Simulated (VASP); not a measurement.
Set up this calculation in VASP 6.6.1, as the native input.

| Item | Value |
| --- | --- |
| Task | single point |
| Functional | PBEsol |
| Potentials or basis | VASP PAW PBE potentials, release 64 (Al, Ni) |
| Cutoff | 500 eV |
| k mesh | 12 × 12 × 6, shifted |
| Occupations | gaussian, width 0.1 eV |
| Spin | no spin polarisation |
| Dipole correction | no |
| Further INCAR settings | ALGO = Normal; EDIFF = 1e-06; NBANDS = 32; ISYM = -1 |

The structure of AlNi2 lies in POSCAR:

```
AlNi2
1.0
    3.9740030242      0.0000000000      0.0000000000
   -1.9870015121      3.4415875737      0.0000000000
    0.0000000000      0.0000000000      4.9042588200
Al Ni
2 4
Direct
    0.3333333333      0.6666666667      0.1898740600
    0.6666666667      0.3333333333      0.8101259400
    0.3333333333      0.6666666667      0.6851100400
    0.6666666667      0.3333333333      0.3148899600
    0.0000000000      0.0000000000      0.5000000000
    0.0000000000      0.0000000000      0.0000000000
```

One way to write it, as run:

INCAR

```
PREC = Accurate
ENCUT = 500
EDIFF = 1E-6
ISMEAR = 0
SIGMA = 0.1
LREAL = F
LASPH = T
NELM = 120
ALGO = Normal
ISIF = 2
LWAVE = F
LCHARG = F
GGA = PS
NBANDS = 32
ISYM = -1
GGA_COMPAT = F
KPAR = 1
```

KPOINTS

```
explicit points
432
Reciprocal
  0.04166667   0.04166667   0.08333333 2
  0.04166667   0.04166667   0.25000000 2
  0.04166667   0.04166667   0.41666667 2
  0.04166667   0.04166667   0.58333333 2
  0.04166667   0.04166667   0.75000000 2
  0.04166667   0.04166667   0.91666667 2
[... 424 lines left out ...]
  0.45833333   0.95833333   0.75000000 2
  0.45833333   0.95833333   0.91666667 2
```

Potentials or basis: VASP PAW PBE potentials, release 64 (Al, Ni).

Command:

```bash
$ cat potpaw_PBE.64/Al/POTCAR potpaw_PBE.64/Ni/POTCAR > POTCAR
$ mpirun -np 4 vasp_std > vasp.out
```

It gave:

| Item | Value |
| --- | --- |
| Pressure | 0.2 GPa |
| Largest force | 0.064 eV/Å |
| Band gap on the k mesh | zero (bands 23 and 24 overlap by 3.71 eV) |

Caveat: the PAW data sets were made with another functional, which shifts forces and pressure a little.

It took 6.9 min on 4 MPI ranks on Intel(R) Xeon(R) Platinum 8259CL CPU @ 2.50GHz (Skylake/Cascade Lake), on a shared host, peak memory 0.38 GiB a rank.
